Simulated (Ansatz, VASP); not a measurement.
# Hf: VASP beside Ansatz

```xyz
2
Lattice="3.2058 0.0000 0.0000 -1.6029 2.7763 0.0000 0.0000 0.0000 5.0655" Properties=species:S:1:pos:R:3 pbc="T T T"
Hf    0.0000    1.8509    1.2664
Hf    1.6029    0.9254    3.7991
```

Alike in both runs: task electric field gradients; functional PBE; k mesh 16 × 16 × 10; occupations gaussian, width 0.05 eV; no spin polarisation.

```csv
,VASP,Ansatz
version,VASP 6.6.1,Ansatz 0.2.0
potentials or method,"VASP PAW PBE potentials, release 64 (Hf_pv), cutoff 520 eV","scalar-relativistic, plane waves, PAW"
valence electrons in the cell,20,52
```

VASP gave:

```
gap on the k mesh at the Fermi level (eV)                     : none
pressure (GPa)                                                : -0.4
traceless stress, the component that is largest in VASP (GPa) : -0.09
size of Vzz on the site where it differs most (V/Å²)          : 82.3
```

**Question.** Which values does Ansatz return?

**Answer.** gap on the k mesh at the Fermi level (eV): none; pressure (GPa): 0.0; traceless stress, the component that is largest in VASP (GPa): -0.02; size of Vzz on the site where it differs most (V/Å²): 91.9.

A gap of «none» marks a metal or a gap that the smearing closes. VASP's potentials hold 20 valence electrons a cell and Ansatz's 52, so a difference there can come from the potentials and not from the codes.

Spin-orbit coupling is off throughout.
